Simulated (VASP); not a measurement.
Sn: single point with LDA

The system is Sn.

```
Sn
1.0
     0.00000    3.23808    3.23808
     3.23808    0.00000    3.23808
     3.23808    3.23808    0.00000
Sn
2
Direct
  0.50000 0.50000 0.50000
  0.75000 0.75000 0.75000
```

```
Program             : VASP 6.6.1
Task                : single point
Functional          : LDA
Potentials or basis : VASP PAW LDA potentials, release 64 (Sn_d)
Cutoff              : 520 eV
k mesh              : 9 × 9 × 9
Occupations         : fermi-dirac, width 0.1 eV
Spin                : no spin polarisation
```

| Item | Value |
| --- | --- |
| Pressure | 0.0 GPa |
| Band gap on the k mesh | zero (band 14 reaches 5.52 eV, above the bottom of band 15 at 5.36 eV) |

Levels at points of the mesh, in eV from the Fermi level:
| k point | band 10 | band 11 | band 12 | band 13 | band 14 | band 15 | band 16 | band 17 | band 18 | band 19 |
| --- | --- | --- | --- | --- | --- | --- | --- | --- | --- | --- |
| (0.00, 0.00, 0.00) | -21.21 | -10.66 | -0.73 | 0.11 | 0.11 | 0.11 | 2.17 | 2.17 | 2.17 | 4.89 |

It took 59 s on 1 thread of Intel Xeon 8259CL (shared host), peak memory 0.19 GiB.

Caveat: spin-orbit coupling is left out, which moves the levels of the heavy elements.
